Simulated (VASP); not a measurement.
# KBr (F-43m) in VASP: notebook

KBr is run at these levels: HSE06; tasks: single point.

Everything below comes from runs of VASP 6.6.1. Logs are shortened: lines on timing, memory, paths and dates and some standing lists are left out, and cuts for length are marked.

## 1. The cell of the first run

Symmetry: F-43m, No. 216, cubic system. The conventional cell has a = 7.377 Å, b = 7.377 Å, c = 7.377 Å, α = 90.00°, β = 90.00°, γ = 90.00°. K (site symmetry -43m) has 4 Br at 3.19 Å within 4.2 Å. Within 4.2 Å of Br (site symmetry -43m) lie 4 K at 3.19 Å.

## 2. Single point, HSE06

POSCAR

```
KBr
1.0
    0.0000000000      3.6882992942      3.6882992942
    3.6882992942      0.0000000000      3.6882992942
    3.6882992942      3.6882992942      0.0000000000
K Br
1 1
Direct
    0.0000000000      0.0000000000      0.0000000000
    0.2500000000      0.2500000000      0.2500000000
```

INCAR.step1

```
SYSTEM = KBr
PREC = Accurate
ENCUT = 520
EDIFF = 1E-5
ISMEAR = 0
SIGMA = 0.01
LREAL = .FALSE.
LASPH = .TRUE.
NELM = 100
ALGO = Normal
ISIF = 2
LWAVE = .TRUE.
NBANDS = 15
GGA = PE
```

INCAR.step2

```
SYSTEM = KBr
PREC = Accurate
ENCUT = 520
EDIFF = 1E-6
ISMEAR = 0
SIGMA = 0.01
LREAL = .FALSE.
LASPH = .TRUE.
NELM = 100
ALGO = Normal
ISIF = 2
LWAVE = .FALSE.
LCHARG = .TRUE.
GGA = PE
LHFCALC = .TRUE.
HFSCREEN = 0.2079
PRECFOCK = Normal
LELF = .TRUE.
LVHAR = .TRUE.
NBANDS = 15
ISTART = 1
```

KPOINTS

```
regular mesh
0
G
  4 4 4
  0 0 0
```

Potentials or basis: VASP PAW PBE potentials, release 64 (K_sv, Br).

On the command line:

```sh
$ cat potpaw_PBE.64/K_sv/POTCAR potpaw_PBE.64/Br/POTCAR > POTCAR
$ cp INCAR.step1 INCAR
$ mpirun -np 1 vasp_std > vasp.out
$ cp INCAR.step2 INCAR
$ mpirun -np 1 vasp_std > vasp.out
```

OUTCAR:

```text
SYSTEM = KBr
   PREC = Accurate
   ENCUT = 520
   EDIFF = 1E-6
   ISMEAR = 0
   LREAL = .FALSE.
   LASPH = .TRUE.
   NELM = 100
   ISIF = 2
   GGA = PE
   LHFCALC = .TRUE.
   HFSCREEN = 0.2079
   PRECFOCK = Normal
   ISTART = 1

 ion  position               nearest neighbor table
   1  0.000  0.000  0.000-   2 3.19   2 3.19   2 3.19   2 3.19
   2  0.250  0.250  0.250-   1 3.19   1 3.19   1 3.19   1 3.19

  LATTYP: Found a face centered cubic cell.
 ALAT       =     7.3765985884

  Lattice vectors:

 A1 = (   0.0000000000,   3.6882992942,   3.6882992942)
 A2 = (   3.6882992942,   0.0000000000,   3.6882992942)
 A3 = (   3.6882992942,   3.6882992942,   0.0000000000)

Analysis of symmetry for initial positions (statically):
=====================================================================
 Subroutine PRICEL returns:
 Original cell was already a primitive cell.

 Routine SETGRP: Setting up the symmetry group for a
 face centered cubic supercell.

 Subroutine GETGRP returns: Found 24 space group operations
 (whereof 24 operations were pure point group operations)
 out of a pool of 48 trial point group operations.

The static configuration has the point symmetry T_d .

Analysis of symmetry for dynamics (positions and initial velocities):
=====================================================================
 Subroutine PRICEL returns:
 Original cell was already a primitive cell.

 Routine SETGRP: Setting up the symmetry group for a
 face centered cubic supercell.

 Subroutine GETGRP returns: Found 24 space group operations
 (whereof 24 operations were pure point group operations)
 out of a pool of 48 trial point group operations.

The dynamic configuration has the point symmetry T_d .

 Subroutine INISYM returns: Found 24 space group operations
 (whereof 24 operations are pure point group operations),
 and found     1 'primitive' translations

----------------------------------------------------------------------------------------

                                     Primitive cell

  volume of cell :     100.3479

  direct lattice vectors                    reciprocal lattice vectors
     0.000000000  3.688299294  3.688299294    -0.135563836  0.135563836  0.135563836
     3.688299294  0.000000000  3.688299294     0.135563836 -0.135563836  0.135563836
     3.688299294  3.688299294  0.000000000     0.135563836  0.135563836 -0.135563836

  length of vectors
[... 82 lines left out ...]
   IALGO  =     38    algorithm
   IMIX   =      1    mixing-type and parameters
     AMIX     =   0.40;   BMIX     =  1.00
     AMIX_MAG =   1.60;   BMIX_MAG =  1.00
  volume/ion in A,a.u.               =      50.17       338.59
  Fermi-wavevector in a.u.,A,eV,Ry     =   0.887725  1.677558 10.722159  0.788056
  Thomas-Fermi vector in A             =   2.009061
   LORBIT       =      0    0 simple, 1 ext, 2 COOP (PROOUT), +10 PAW based schemes
   GGA     = PE    functional components
   LHFCALC =     T    Hartree Fock is set to
   PRECFOCK=normal    Normal, Fast or Accurate (Low or Medium for compatibility)
   ENCUT4O =  -1.0   cutoff for four orbital integrals eV
   NKREDX  =     1    reduce k-point grid by
   NKREDY  =     1    reduce k-point grid by
   NKREDZ  =     1    reduce k-point grid by
   AEXX    =    0.2500 exact exchange contribution
   HFSCREEN=    0.2079 screening length (either q_TF or 0.3 A-1)
   HFSCREENC=   0.2079 screening length for correlation (either q_TF or 0.3 A-1)
   ENCUTFOCK=  -1.0 apply spherical cutoff to Coloumb kernel
   IVDW    =     0    specifies the selected vdW correction
   LEPSILON=     F    determine dielectric tensor
   LRPA    =     F    only Hartree local field effects (RPA)
 non-spin polarized calculation
 Gauss-broadening in eV      SIGMA  =   0.01
  energy-cutoff  :      520.00
  volume of cell :      100.35
 maximum number of plane-waves:      2733
 NGX is ok and might be reduce to    40
  NGX = 30; NGY = 30; NGZ = 30

 number of electron      15.9999997 magnetization

 Free energy of the ion-electron system (eV)
  ---------------------------------------------------
  ext. energy  EPLUGINS =         0.00000000
  ---------------------------------------------------
  free energy    TOTEN  =        -6.97203485 eV

  energy without entropy =       -6.97203485  energy(sigma->0) =       -6.97203485

 E-fermi :  -3.8736     XC(G=0):  -5.0232

 val. band max:       -3.9978629270   @ k =  -0.2500   0.2500   0.0000
 cond. band min:       1.3930497936   @ k =   0.0000   0.0000   0.0000
 fundamental gap:      5.3909127205
 Fermi energy:        -3.8735724396

 k-point     1 :       0.0000    0.0000    0.0000
  band No.  band energies     occupation
      1     -33.9628      2.00000
      2     -16.8740      2.00000
      3     -16.1059      2.00000
      4     -16.1059      2.00000
      5     -16.1059      2.00000
      6      -4.0105      2.00000
      7      -4.0105      2.00000
      8      -4.0105      2.00000
      9       1.3930      0.00000
     10       6.0758      0.00000
     11       6.0758      0.00000
     12       6.9666      0.00000
     13       6.9666      0.00000
     14       6.9666      0.00000
[... 113 lines left out ...]
      2     -17.1050      2.00000
      3     -16.1289      2.00000
      4     -16.1233      2.00000
      5     -15.8149      2.00000
      6      -4.2665      2.00000
      7      -4.2058      2.00000
      8      -4.0274      2.00000
      9       3.4745      0.00000
     10       4.4059      0.00000
     11       6.0208      0.00000
     12       6.1635      0.00000
     13       6.7906      0.00000
     14       7.2258      0.00000
     15       7.9880      0.00000

------------------------ aborting loop because EDIFF is reached ----------------------------------------

  FORCE on cell =-STRESS in cart. coord.  units (eV):
  Direction    XX          YY          ZZ          XY          YZ          ZX
  --------------------------------------------------------------------------------------
  -------------------------------------------------------------------------------------
  Total        0.1013885      0.1013885      0.1013885      0.0000000     -0.0000000      0.0000000
  in kB        1.6187919      1.6187919      1.6187919      0.0000000     -0.0000000      0.0000000
  external PRESSURE =       1.6187919 kB  Pullay stress =       0.0000000 kB

 VOLUME and BASIS-vectors are now :
 -----------------------------------------------------------------------------
  energy-cutoff  :      520.00
  volume of cell :      100.35
      direct lattice vectors                 reciprocal lattice vectors
     0.000000000  3.688299294  3.688299294    -0.135563836  0.135563836  0.135563836
     3.688299294  0.000000000  3.688299294     0.135563836 -0.135563836  0.135563836
     3.688299294  3.688299294  0.000000000     0.135563836  0.135563836 -0.135563836

 POSITION                                       TOTAL-FORCE (eV/Angst)
 -----------------------------------------------------------------------------------
      0.00000      0.00000      0.00000        -0.000000     -0.000000     -0.000000
      1.84415      1.84415      1.84415         0.000000      0.000000      0.000000
 -----------------------------------------------------------------------------------
    total drift:                                0.000002     -0.000000     -0.000005

  FREE ENERGIE OF THE ION-ELECTRON SYSTEM (eV)
  ---------------------------------------------------
  free  energy   TOTEN  =        -6.9720348538 eV

  energy  without entropy=       -6.9720348538  energy(sigma->0) =       -6.97203485
```

OUTCAR.step1:

```text
SYSTEM = KBr
   PREC = Accurate
   ENCUT = 520
   EDIFF = 1E-5
   ISMEAR = 0
   LREAL = .FALSE.
   LASPH = .TRUE.
[... 347 lines left out ...]
      0.00000      0.00000      0.00000        -0.000000     -0.000000     -0.000000
      1.84415      1.84415      1.84415         0.000000      0.000000      0.000000
 -----------------------------------------------------------------------------------
    total drift:                               -0.000000     -0.000000     -0.000000

  FREE ENERGIE OF THE ION-ELECTRON SYSTEM (eV)
  ---------------------------------------------------
  free  energy   TOTEN  =        -6.0347745342 eV

  energy  without entropy=       -6.0347745342  energy(sigma->0) =       -6.03477453
```

OSZICAR.step1:

```text
N       E                     dE             d eps       ncg     rms          rms(c)
DAV:   1     0.103543906643E+03    0.10354E+03   -0.64736E+03   240   0.896E+02
DAV:   2     0.196169272183E+01   -0.10158E+03   -0.93083E+02   296   0.206E+02
DAV:   3    -0.603099765889E+01   -0.79927E+01   -0.79615E+01   317   0.550E+01
DAV:   4    -0.635569692299E+01   -0.32470E+00   -0.32455E+00   407   0.934E+00
DAV:   5    -0.635692254456E+01   -0.12256E-02   -0.12256E-02   324   0.711E-01    0.317E+00
DAV:   6    -0.604540731789E+01    0.31152E+00   -0.40784E-01   331   0.266E+00    0.223E+00
DAV:   7    -0.600976961898E+01    0.35638E-01   -0.20579E-01   331   0.212E+00    0.110E+00
DAV:   8    -0.603062695151E+01   -0.20857E-01   -0.25059E-02   332   0.101E+00    0.196E-01
DAV:   9    -0.603259130121E+01   -0.19643E-02   -0.12154E-03   296   0.193E-01    0.133E-01
DAV:  10    -0.603472236904E+01   -0.21311E-02   -0.17449E-03   240   0.224E-01    0.323E-02
DAV:  11    -0.603476033291E+01   -0.37964E-04   -0.97514E-05   310   0.657E-02    0.106E-02
DAV:  12    -0.603477411390E+01   -0.13781E-04   -0.17477E-05   231   0.310E-02    0.625E-03
DAV:  13    -0.603477453424E+01   -0.42034E-06   -0.16335E-06   253   0.768E-03
   1 F= -.60347745E+01 E0= -.60347745E+01  d E =-.180926E-67
```

Wall time 10 min (1 thread of Intel Xeon Platinum 8375C at 2.90GHz (Ice Lake), shared host); peak memory 0.36 GiB.

What came out:

* Free energy: -6.9720 eV
* Pressure: 0.2 GPa
* Band gap on the k mesh: 5.39 eV (least direct gap 5.40 eV)

Caveat: the PAW data sets were made with another functional, which shifts forces and pressure a little.

## 3. Single point, HSE06 (strain +4.0%)

POSCAR

```
KBr
1.0
    0.0000000000      3.8358312660      3.8358312660
    3.8358312660      0.0000000000      3.8358312660
    3.8358312660      3.8358312660      0.0000000000
K Br
1 1
Direct
    0.0000000000      0.0000000000      0.0000000000
    0.2500000000      0.2500000000      0.2500000000
```

INCAR.step1

```
SYSTEM = KBr
  ALGO = Normal
  EDIFF = 1E-5
  ENCUT = 520
  GGA = PE
  ISIF = 2
  ISMEAR = 0
  LASPH = .TRUE.
  LCHARG = .FALSE.
  LREAL = .FALSE.
  LWAVE = .TRUE.
  NBANDS = 15
  NELM = 60
  PREC = Accurate
  SIGMA = 0.01
```

INCAR.step2

```
SYSTEM = KBr
  ALGO = Normal
  EDIFF = 1E-7
  ENCUT = 520
  GGA = PE
  HFSCREEN = 0.2079
  ISIF = 2
  ISMEAR = 0
  ISTART = 1
  LASPH = .TRUE.
  LCHARG = .FALSE.
  LHFCALC = .TRUE.
  LREAL = .FALSE.
  LWAVE = .FALSE.
  NBANDS = 15
  NELM = 60
  PREC = Accurate
  PRECFOCK = Normal
  SIGMA = 0.01
```

KPOINTS

```
k-points
0
G
  4 4 4
  0 0 0
```

Potentials or basis: VASP PAW PBE potentials, release 64 (K_sv, Br).

On the command line:

```sh
$ cat potpaw_PBE.64/K_sv/POTCAR potpaw_PBE.64/Br/POTCAR > POTCAR
$ cp INCAR.step1 INCAR
$ mpirun -np 1 vasp_std > vasp.out
$ cp INCAR.step2 INCAR
$ mpirun -np 1 vasp_std > vasp.out
```

Run time: 11 min. Hardware: 1 thread of Intel Xeon Platinum 8375C at 2.90GHz (Ice Lake), shared host; peak memory 0.37 GiB.

It converged, with:

```yaml
Free_energy: -6.9451 eV
Pressure: -0.8 GPa
Band_gap_on_the_k_mesh: 5.17 eV
```

Levels at points of the mesh, in eV from the valence-band top:
```
           k point  band 4  band 5  band 6  band 7  band 8  band 9  band 10  band 11  band 12  band 13
(0.00, 0.00, 0.00)  -12.44  -12.44    0.00    0.00    0.00    5.17     9.83     9.83    10.57    10.57
(0.50, 0.00, 0.00)  -12.44  -12.23   -0.33    0.00    0.00    7.34     7.77     9.26     9.26    10.81
(0.50, 0.50, 0.00)  -12.45  -12.18   -0.36   -0.03   -0.03    7.03     8.17     9.48    10.40    10.53
```

Caveat: the cell differs from its parent crystal (strain +4.0%); the PAW data sets were made with another functional, which shifts forces and pressure a little.
